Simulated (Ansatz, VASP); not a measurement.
**Zr3TiC4 in VASP and in Ansatz**

```xyz
8
Lattice="3.2796 0.0000 0.0000 0.0000 3.2796 0.0000 0.0000 0.0000 9.2330" Properties=species:S:1:pos:R:3 pbc="T T T"
Zr    0.0000    0.0000    6.8589
Zr    1.6398    1.6398    0.0000
Zr    0.0000    0.0000    2.3741
Ti    1.6398    1.6398    4.6165
C     0.0000    0.0000    0.0000
C     1.6398    1.6398    2.3973
C     0.0000    0.0000    4.6165
C     1.6398    1.6398    6.8357
```

Alike in both runs: task single point; functional PBE; k mesh 12 × 12 × 4; occupations gaussian, width 0.1 eV; no spin polarisation.

```csv
,VASP,Ansatz
version,VASP 6.6.1,Ansatz 0.2.0
potentials or method,"VASP PAW PBE potentials, release 64 (Zr_sv, Ti_sv, C), cutoff 520 eV","scalar-relativistic, plane waves, PAW"
valence electrons in the cell,64,64
```

```csv
,VASP,Ansatz,Ansatz less VASP
gap on the k mesh at the Fermi level (eV),none,none,-
pressure (GPa),0.3,0.0,-0.26
"traceless stress, the component that is largest in VASP (GPa)",0.05,0.04,-0.017
```

A gap of «none» marks a metal or a gap that the smearing closes. With one functional, cell and mesh, what is left measures potentials, basis and numerics.
